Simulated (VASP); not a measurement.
# BaTe (Fm-3m) in VASP: settings compared

BaTe is run at these levels: r2SCAN, PBE; tasks: single point.

Everything below comes from runs of VASP 6.6.1. Logs are shortened: lines on timing, memory, paths and dates and some standing lists are left out, and cuts for length are marked.

### 1 The cell of the first run

Symmetry: Fm-3m, No. 225, cubic system. The conventional cell has a = 6.954 Å, b = 6.954 Å, c = 6.954 Å, α = 90.00°, β = 90.00°, γ = 90.00°. Ba (site symmetry m-3m) has 6 Te at 3.48 Å within 4.6 Å. Within 4.6 Å of Te (site symmetry m-3m) lie 6 Ba at 3.48 Å.

### 2 Single point, r2SCAN

The input, POSCAR:

```
BaTe
1.0
    0.0000000000      3.4768797245      3.4768797245
    3.4768797245      0.0000000000      3.4768797245
    3.4768797245      3.4768797245      0.0000000000
Ba Te
1 1
Direct
    0.0000000000      0.0000000000      0.0000000000
    0.5000000000      0.5000000000      0.5000000000
```

The input, INCAR.step1:

```
SYSTEM = BaTe
PREC     = Accurate       ! precision mode
ENCUT    = 520            ! plane-wave cutoff, eV
ISMEAR   = -1             ! smearing method
SIGMA    = 0.05           ! smearing width, eV
LREAL    = .False.        ! projectors in reciprocal space
LASPH    = .True.         ! aspherical terms in the spheres
NELM     = 60             ! most SCF steps
NBANDS   = 15             ! bands
GGA      = PE             ! functional
ALGO     = Normal         ! electronic algorithm
EDIFF    = 1E-4           ! SCF threshold, eV
LWAVE    = .True.         ! write WAVECAR
LCHARG   = .False.        ! write CHGCAR
```

The input, INCAR.step2:

```
SYSTEM = BaTe
PREC     = Accurate       ! precision mode
ENCUT    = 520            ! plane-wave cutoff, eV
EDIFF    = 1E-7           ! SCF threshold, eV
ISMEAR   = -1             ! smearing method
SIGMA    = 0.05           ! smearing width, eV
LREAL    = .False.        ! projectors in reciprocal space
LASPH    = .True.         ! aspherical terms in the spheres
NELM     = 60             ! most SCF steps
ALGO     = Normal         ! electronic algorithm
ISIF     = 2              ! what is computed and relaxed
LWAVE    = .False.        ! write WAVECAR
LCHARG   = .False.        ! write CHGCAR
METAGGA  = R2SCAN         ! meta-GGA
LMIXTAU  = .True.       
NBANDS   = 15             ! bands
ISTART   = 1
```

The input, KPOINTS:

```
Automatic mesh
0
Gamma
  7 7 7
  0 0 0
```

Potentials or basis: VASP PAW PBE potentials, release 64 (Ba_sv, Te).

On the command line:

```sh
$ cat potpaw_PBE.64/Ba_sv/POTCAR potpaw_PBE.64/Te/POTCAR > POTCAR
$ cp INCAR.step1 INCAR
$ mpirun -np 1 vasp_std > vasp.out
$ cp INCAR.step2 INCAR
$ mpirun -np 1 vasp_std > vasp.out
```

OUTCAR:

```text
SYSTEM = BaTe
   PREC = Accurate
   ENCUT = 520
   EDIFF = 1E-7
   ISMEAR = -1
   LREAL = .False.
   LASPH = .True.
   NELM = 60
   ISIF = 2
   METAGGA = R2SCAN
   ISTART = 1

 ion  position               nearest neighbor table
   1  0.000  0.000  0.000-   2 3.48   2 3.48   2 3.48   2 3.48   2 3.48   2 3.48
   2  0.500  0.500  0.500-   1 3.48   1 3.48   1 3.48   1 3.48   1 3.48   1 3.48

  LATTYP: Found a face centered cubic cell.
 ALAT       =     6.9537594490

  Lattice vectors:

 A1 = (   0.0000000000,   3.4768797245,   3.4768797245)
 A2 = (   3.4768797245,   0.0000000000,   3.4768797245)
 A3 = (   3.4768797245,   3.4768797245,   0.0000000000)

Analysis of symmetry for initial positions (statically):
=====================================================================
 Subroutine PRICEL returns:
 Original cell was already a primitive cell.

 Routine SETGRP: Setting up the symmetry group for a
 face centered cubic supercell.

 Subroutine GETGRP returns: Found 48 space group operations
 (whereof 48 operations were pure point group operations)
 out of a pool of 48 trial point group operations.

The static configuration has the point symmetry O_h .

Analysis of symmetry for dynamics (positions and initial velocities):
=====================================================================
 Subroutine PRICEL returns:
 Original cell was already a primitive cell.

 Routine SETGRP: Setting up the symmetry group for a
 face centered cubic supercell.

 Subroutine GETGRP returns: Found 48 space group operations
 (whereof 48 operations were pure point group operations)
 out of a pool of 48 trial point group operations.

The dynamic configuration has the point symmetry O_h .

 Subroutine INISYM returns: Found 48 space group operations
 (whereof 48 operations are pure point group operations),
 and found     1 'primitive' translations

----------------------------------------------------------------------------------------

                                     Primitive cell

  volume of cell :      84.0619

  direct lattice vectors                    reciprocal lattice vectors
     0.000000000  3.476879724  3.476879724    -0.143807103  0.143807103  0.143807103
     3.476879724  0.000000000  3.476879724     0.143807103 -0.143807103  0.143807103
     3.476879724  3.476879724  0.000000000     0.143807103  0.143807103 -0.143807103

  length of vectors
     4.917050461  4.917050461  4.917050461     0.249081209  0.249081209  0.249081209

  position of ions in fractional coordinates (direct lattice)
[... 8 lines left out ...]
----------------------------------------------------------------------------------------

 KPOINTS: Automatic mesh

Automatic generation of k-mesh.
 Grid dimensions read from file:
 generate k-points for:    7    7    7

 Generating k-lattice:

  Cartesian coordinates                     Fractional coordinates (reciprocal lattice)
    -0.020543872  0.020543872  0.020543872     0.142857143  0.000000000  0.000000000
     0.020543872 -0.020543872  0.020543872     0.000000000  0.142857143  0.000000000
     0.020543872  0.020543872 -0.020543872     0.000000000  0.000000000  0.142857143

  Length of vectors
     0.035583030  0.035583030  0.035583030

  Shift w.r.t. Gamma in fractional coordinates (k-lattice)
     0.000000000  0.000000000  0.000000000

 Subroutine IBZKPT returns following result:
 ===========================================

 Found     20 irreducible k-points:

 Following reciprocal coordinates:
            Coordinates               Weight
  0.000000  0.000000  0.000000      1.000000
  0.142857  0.000000  0.000000      8.000000
  0.285714  0.000000  0.000000      8.000000
  0.428571  0.000000  0.000000      8.000000
  0.142857  0.142857  0.000000      6.000000
  0.285714  0.142857  0.000000     24.000000
[... 12 lines left out ...]
 -0.428571  0.428571  0.142857     24.000000
 -0.285714  0.428571  0.142857     24.000000
   k-points           NKPTS =     20   k-points in BZ     NKDIM =     20   number of bands    NBANDS=     15
   number of dos      NEDOS =    301   number of ions     NIONS =      2
   total plane-waves  NPLWV =  64000
   dimension x,y,z NGX =    40 NGY =   40 NGZ =   40
   dimension x,y,z NGXF=    80 NGYF=   80 NGZF=   80
   ions per type =               1   1
   NGX,Y,Z   is equivalent  to a cutoff of  13.52, 13.52, 13.52 a.u.
   NGXF,Y,Z  is equivalent  to a cutoff of  27.05, 27.05, 27.05 a.u.
 SYSTEM =  BaTe
   PREC   = accura    normal or accurate (medium, high low for compatibility)
   ISTART =      1    job   : 0-new  1-cont  2-samecut
   ICHARG =      0    charge: 1-file 2-atom 10-const
   ISPIN  =      1    spin polarized calculation?
   LNONCOLLINEAR =      F non collinear calculations
   LSORBIT =      F    spin-orbit coupling
   LASPH  =      T    aspherical Exc in radial PAW
   ENCUT  =  520.0 eV  38.22 Ry    6.18 a.u.   9.14  9.14  9.14*2*pi/ulx,y,z
   NELM   =     60;   NELMIN=  2; NELMDL=  0     # of ELM steps
   EDIFF  = 0.1E-06   stopping-criterion for ELM
   LREAL  =      F    real-space projection
   EDIFFG = 0.1E-05   stopping-criterion for IOM
   NSW    =      0    number of steps for IOM
   IBRION =     -1    ionic relax: 0-MD 1-quasi-New 2-CG
   NFREE  =      0    steps in history (QN), initial steepest desc. (CG)
   ISIF   =      2    stress and relaxation
   ISYM   =      2    0-nonsym 1-usesym 2-fastsym
   POTIM  = 0.5000    time-step for ionic-motion
   TEBEG  =    0.0;   TEEND  =   0.0 temperature during run
   PSTRESS=    0.0 pullay stress
   NELECT =      16.0000    total number of electrons
   NUPDOWN=      -1.0000    fix difference up-down
   EMIN   =  10.00;   EMAX   =-10.00  energy-range for DOS
   EFERMI =   0.00;   METHOD = LEGACY
   ISMEAR =    -1;   SIGMA  =   0.05  broadening in eV -4-tet -1-fermi 0-gaus
   EFERMI_NEDOS =   21; number of points for ismear=-14 and -15
   IALGO  =     38    algorithm
   IMIX   =      4    mixing-type and parameters
     AMIX     =   0.40;   BMIX     =  1.00
     AMIX_MAG =   1.60;   BMIX_MAG =  1.00
  volume/ion in A,a.u.               =      42.03       283.64
  Fermi-wavevector in a.u.,A,eV,Ry     =   0.941706  1.779566 12.065775  0.886809
  Thomas-Fermi vector in A             =   2.069243
   LORBIT       =      0    0 simple, 1 ext, 2 COOP (PROOUT), +10 PAW based schemes
   METAGGA = R2SCAN    functional components
   LHFCALC =     F    Hartree Fock is set to
   AEXX    =    0.0000 exact exchange contribution
   IVDW    =     0    specifies the selected vdW correction
   LEPSILON=     F    determine dielectric tensor
   LRPA    =     F    only Hartree local field effects (RPA)
 non-spin polarized calculation
  energy-cutoff  :      520.00
  volume of cell :       84.06
 maximum number of plane-waves:      2281
 NGX is ok and might be reduce to    40
   NGX = 19   NGY = 19   NGZ = 19

 number of electron      16.0000000 magnetization

 Free energy of the ion-electron system (eV)
  ---------------------------------------------------
  ext. energy  EPLUGINS =         0.00000000
  ---------------------------------------------------
  free energy    TOTEN  =       -56.00061470 eV

  energy without entropy =      -56.00061470  energy(sigma->0) =      -56.00061470

 E-fermi :   3.1265     XC(G=0):  -8.7144

 val. band max:        2.1932992435   @ k =   0.0000   0.0000   0.0000
 cond. band min:       4.0734031392   @ k =   0.4286   0.4286   0.0000
 fundamental gap:      1.8801038957
 Fermi energy:         3.1265160766

 k-point     1 :       0.0000    0.0000    0.0000
  band No.  band energies     occupation
      1     -25.5626      2.00000
      2     -10.2973      2.00000
      3     -10.2973      2.00000
      4     -10.2973      2.00000
      5      -7.6683      2.00000
      6       2.1933      2.00000
      7       2.1933      2.00000
      8       2.1933      2.00000
      9       5.5230      0.00000
     10       5.5230      0.00000
     11       5.5230      0.00000
     12       5.8683      0.00000
     13       6.2287      0.00000
     14       6.2287      0.00000
     15       9.7032      0.00000

 k-point     2 :       0.1429    0.0000    0.0000
  band No.  band energies     occupation
      1     -25.5596      2.00000
      2     -10.4051      2.00000
      3     -10.2992      2.00000
      4     -10.2992      2.00000
      5      -7.4998      2.00000
      6       1.5774      2.00000
      7       1.8948      2.00000
      8       1.8948      2.00000
      9       5.5836      0.00000
     10       5.7912      0.00000
     11       5.7912      0.00000
     12       6.6640      0.00000
     13       6.8265      0.00000
     14       6.8265      0.00000
     15      10.3722      0.00000

 k-point     3 :       0.2857    0.0000    0.0000
  band No.  band energies     occupation
      1     -25.5529      2.00000
      2     -10.6142      2.00000
      3     -10.3035      2.00000
      4     -10.3035      2.00000
      5      -7.1444      2.00000
      6       0.6075      2.00000
      7       1.3882      2.00000
      8       1.3882      2.00000
      9       5.8658      0.00000
     10       6.4988      0.00000
     11       6.4988      0.00000
     12       8.0282      0.00000
     13       8.2388      0.00000
     14       8.2388      0.00000
     15      11.1052      0.00000
[... 271 lines left out ...]
 k-point    19 :      -0.4286    0.4286    0.1429
  band No.  band energies     occupation
      1     -25.5425      2.00000
      2     -10.5384      2.00000
      3     -10.4101      2.00000
      4     -10.4045      2.00000
      5      -7.2681      2.00000
      6       0.8997      2.00000
      7       1.2765      2.00000
      8       1.5113      2.00000
      9       4.8980      0.00000
     10       7.4412      0.00000
     11       7.5682      0.00000
     12       8.4551      0.00000
     13       8.5306      0.00000
     14       8.9580      0.00000
     15      10.8046      0.00000

 k-point    20 :      -0.2857    0.4286    0.1429
  band No.  band energies     occupation
      1     -25.5420      2.00000
      2     -10.5317      2.00000
      3     -10.4672      2.00000
      4     -10.3884      2.00000
      5      -7.1837      2.00000
      6       0.7984      2.00000
      7       1.1856      2.00000
      8       1.2793      2.00000
      9       5.7631      0.00000
     10       6.6422      0.00000
     11       7.8658      0.00000
     12       8.1651      0.00000
     13       8.3693      0.00000
     14      10.3835      0.00000
     15      11.0811      0.00000

------------------------ aborting loop because EDIFF is reached ----------------------------------------

  FORCE on cell =-STRESS in cart. coord.  units (eV):
  Direction    XX          YY          ZZ          XY          YZ          ZX
  --------------------------------------------------------------------------------------
  -------------------------------------------------------------------------------------
  Total        1.0302893      1.0302893      1.0302893      0.0000000      0.0000000     -0.0000000
  in kB       19.6368034     19.6368034     19.6368034      0.0000000      0.0000000     -0.0000000
  external PRESSURE =      19.6368034 kB  Pullay stress =       0.0000000 kB

 VOLUME and BASIS-vectors are now :
 -----------------------------------------------------------------------------
  energy-cutoff  :      520.00
  volume of cell :       84.06
      direct lattice vectors                 reciprocal lattice vectors
     0.000000000  3.476879724  3.476879724    -0.143807103  0.143807103  0.143807103
     3.476879724  0.000000000  3.476879724     0.143807103 -0.143807103  0.143807103
     3.476879724  3.476879724  0.000000000     0.143807103  0.143807103 -0.143807103

 POSITION                                       TOTAL-FORCE (eV/Angst)
 -----------------------------------------------------------------------------------
      0.00000      0.00000      0.00000         0.000000      0.000000      0.000000
      3.47688      3.47688      3.47688         0.000000     -0.000000      0.000000
 -----------------------------------------------------------------------------------
    total drift:                                0.000000     -0.000000     -0.000000

  FREE ENERGIE OF THE ION-ELECTRON SYSTEM (eV)
  ---------------------------------------------------
  free  energy   TOTEN  =       -56.0006146984 eV

  energy  without entropy=      -56.0006146980  energy(sigma->0) =      -56.00061470
```

Run time: 58 s. Hardware: 1 thread of Intel Xeon 6975P-C (Granite Rapids), shared host; peak memory 0.26 GiB.

What came out:

```yaml
Free_energy: -56.0006 eV
Pressure: 2.0 GPa
Band_gap_on_the_k_mesh: 1.88 eV, indirect (least direct gap 2.27 eV)
```

Caveat: the PAW data sets were made with another functional, which shifts forces and pressure a little; spin-orbit coupling is left out, which moves the levels of the heavy elements. r2SCAN opens gaps a little over a GGA but as a rule still falls short of measured ones.

### 3 Single point, PBE

This run uses another cell than the first one, of 41.24 Å³/atom, 0.981 times its volume.

The input, INCAR:

```
ALGO = Normal
EDIFF = 1E-6
ENCUT = 500
GGA = PE
GGA_COMPAT = False
ISIF = 2
ISMEAR = -1
LASPH = True
LCHARG = False
LREAL = False
LWAVE = False
NBANDS = 15
NELM = 120
PREC = Accurate
SIGMA = 0.05
```

The input, KPOINTS:

```
k-points
0
Gamma
  7 7 7
```

The input, POSCAR:

```
BaTe
1.0
    0.0000000000      3.4548735670      3.4548735670
    3.4548735670      0.0000000000      3.4548735670
    3.4548735670      3.4548735670      0.0000000000
Ba Te
1 1
Direct
    0.0000000000      0.0000000000      0.0000000000
    0.5000000000      0.5000000000      0.5000000000
```

Potentials or basis: VASP PAW PBE potentials, release 64 (Ba_sv, Te).

On the command line:

```sh
$ cat potpaw_PBE.64/Ba_sv/POTCAR potpaw_PBE.64/Te/POTCAR > POTCAR
$ mpirun -np 1 vasp_std > vasp.out
```

Run time: 9.9 s. Hardware: 1 thread of Intel Xeon 6975P-C (Granite Rapids), shared host; peak memory 0.21 GiB.

It converged, with:

* Free energy: -8.5797 eV
* Pressure: 2.6 GPa
* Band gap on the k mesh: 1.48 eV, indirect (least direct gap 1.86 eV)

Levels at points of the mesh, in eV from the valence-band top:
| k point | band 6 | band 7 | band 8 | band 9 | band 10 | band 11 |
| --- | --- | --- | --- | --- | --- | --- |
| (0.00, 0.00, 0.00) | 0.00 | 0.00 | 0.00 | 2.90 | 2.90 | 2.90 |

Caveat: spin-orbit coupling is left out, which moves the levels of the heavy elements.
